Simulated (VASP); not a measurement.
## Li3SiS6: relaxation of cell and atoms with PBE

Crystal: Li3SiS6.

```
CELL_PARAMETERS angstrom
0.00000 4.61598 4.61598
4.61598 0.00000 4.61598
4.61598 4.61598 0.00000
ATOMIC_POSITIONS crystal
Li 0.25000 0.25000 0.25000
Li 0.75000 0.75000 0.75000
Li 0.50000 0.50000 0.50000
Si 0.00000 0.00000 0.00000
S 0.76053 0.23947 0.23947
S 0.23947 0.76053 0.76053
S 0.23947 0.76053 0.23947
S 0.76053 0.23947 0.76053
S 0.23947 0.23947 0.76053
S 0.76053 0.76053 0.23947
```

The cell was generated, and may not be a known phase.

```yaml
Program: VASP 6.6.1
Task: relaxation of cell and atoms
Functional: PBE
Potentials_or_basis: VASP PAW PBE potentials, release 64 (Li_sv, Si, S)
Cutoff: 600 eV
k_mesh: 8 × 8 × 8
Occupations: gaussian, width 0.1 eV
Spin: no spin polarisation
Dipole_correction: no
Further_INCAR_settings: ALGO = Normal; EDIFF = 1e-06; IBRION = 2; EDIFFG = -0.01; NSW = 100; ISIF = 3
```

```json
{
 "Relaxed volume": "19.76 Å³/atom",
 "Relaxed cell": "a = 6.538 Å, b = 6.538 Å, c = 6.538 Å, α = 60.00°, β = 60.00°, γ = 60.00°",
 "Space group after relaxing (to 0.1 Å)": "Fm-3m (No. 225)",
 "Energy gained by relaxing": "0.4 meV/atom",
 "Ionic steps": "5",
 "Pressure after relaxing": "0.0 GPa",
 "Band gap on the k mesh": "zero (an odd number of electrons rules out a gap without spin polarisation)"
}
```

Forces on the atoms (eV/Å):
```
Li   0.000  0.000  0.000
Li   0.000  0.000  0.000
Li   0.000  0.000  0.000
Si   0.000  0.000  0.000
S   -0.003  0.000  0.000
S    0.003  0.000  0.000
S    0.000 -0.003  0.000
S    0.000  0.003  0.000
S    0.000  0.000 -0.003
S    0.000  0.000  0.003
```

Step by step:
```csv
step,energy change (eV),largest force (eV/Å),pressure (GPa),volume (Å³)
1,0.0000,0.1151,-0.13,196.71
2,-0.0023,0.0257,0.18,196.25
3,-0.0023,0.0181,0.20,196.21
4,-0.0031,0.0112,0.12,196.81
5,-0.0036,0.0027,0.02,197.61
```

Final structure:
```
Li Si S
1.0
     0.00000    4.62305    4.62305
     4.62305    0.00000    4.62305
     4.62305    4.62305    0.00000
Li Si S
3 1 6
Direct
  0.25000 0.25000 0.25000
  0.75000 0.75000 0.75000
  0.50000 0.50000 0.50000
  0.00000 0.00000 0.00000
  0.76173 0.23827 0.23827
  0.23827 0.76173 0.76173
  0.23827 0.76173 0.23827
  0.76173 0.23827 0.76173
  0.23827 0.23827 0.76173
  0.76173 0.76173 0.23827
```

Levels at points of the mesh, in eV from the Fermi level:
```tsv
k point	band 20	band 21	band 22	band 23	band 24	band 25	band 26	band 27	band 28	band 29
(0.00, 0.00, 0.00)	-0.46	-0.46	-0.10	-0.10	-0.10	1.08	1.08	1.08	1.95	3.30
(0.50, 0.00, 0.00)	-1.76	-1.76	-0.01	0.12	0.12	0.43	0.43	0.45	3.09	4.60
(0.50, 0.50, 0.00)	-1.51	-1.03	-0.82	-0.82	-0.50	-0.16	-0.16	1.05	4.05	5.28
```

Wall time 6.2 min on 1 thread of Intel(R) Xeon(R) 6975P-C (Granite Rapids), on a shared host, peak memory 0.51 GiB.

Caveat: the cutoff is under 1.25 times the usual one of these potentials, so pressure, stress and relaxed cells hold a basis-set (Pulay) error.
